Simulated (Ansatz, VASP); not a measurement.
Gd in VASP and in Ansatz

File INCAR:

```
SYSTEM = Gd
PREC = Accurate
ENCUT = 600
EDIFF = 1E-6
ISMEAR = -1
SIGMA = 0.08
LREAL = .FALSE.
LASPH = .TRUE.
NELM = 200
ALGO = Normal
ISIF = 2
LWAVE = .FALSE.
LCHARG = .TRUE.
ISPIN = 2
MAGMOM = 7
LORBIT = 11
LMAXMIX = 6
GGA = PS
LELF = .TRUE.
LVHAR = .TRUE.
NBANDS = 19
GGA_COMPAT = .FALSE.
```

File KPOINTS:

```
regular mesh
0
G
  14 14 14
  0 0 0
```

POSCAR

```
Gd
1.0
   -1.6208815873      1.6208815873      1.6208815873
    1.6208815873     -1.6208815873      1.6208815873
    1.6208815873      1.6208815873     -1.6208815873
Gd
1
Direct
    0.0000000000      0.0000000000      0.0000000000
```

Input for Ansatz:

```yaml
crystal:
  lattice:
    - [-1.6208815873, 1.6208815873, 1.6208815873]
    - [1.6208815873, -1.6208815873, 1.6208815873]
    - [1.6208815873, 1.6208815873, -1.6208815873]
  atoms:
    - { symbol: Gd, position: [0.0, 0.0, 0.0], spin: 7.0 }
magnetization:
  spin_polarized: true
kpoints:
  mp_grid: { grid: [14, 14, 14] }
scf:
  occupations: { method: fermi_dirac, width: 0.08 }
hamiltonian:
  xc: pbesol
  pseudopotentials: { kind: all_electron, lapw: { basis_error: 0.001 } }
output:
  forces: true
  stress: true
  eigenvalues: true
  populations: true
```

Change from the starting cell: volume scaled by 0.55, LAPW.

Alike in both runs: task single point; functional PBEsol; k mesh 14 × 14 × 14; occupations fermi-dirac, width 0.08 eV; collinear spin.

|  | VASP | Ansatz |
| --- | --- | --- |
| version | VASP 6.6.1 | Ansatz 0.2.0 |
| potentials or method | VASP PAW PBE potentials, release 64 (Gd), cutoff 600 eV | all-electron LAPW, scalar-relativistic |

|  | VASP | Ansatz | Ansatz less VASP |
| --- | --- | --- | --- |
| pressure (GPa) | 55.1 | 54.2 | -0.87 |
| net moment per atom (μB) | 7.17 | 7.17 | -0.005 |
| size of the moment on the site where the two differ most (μB) | 6.83 | 7.05 | +0.213 |

VASP's potentials were made for PBE, not for PBEsol. Site moments also hang on the region over which each program counts them. Both programs put the cell under a high pressure, so it lies far from rest at this level. Ansatz ran all-electron here, and VASP with PAW potentials.

Neither program's run includes spin-orbit coupling.
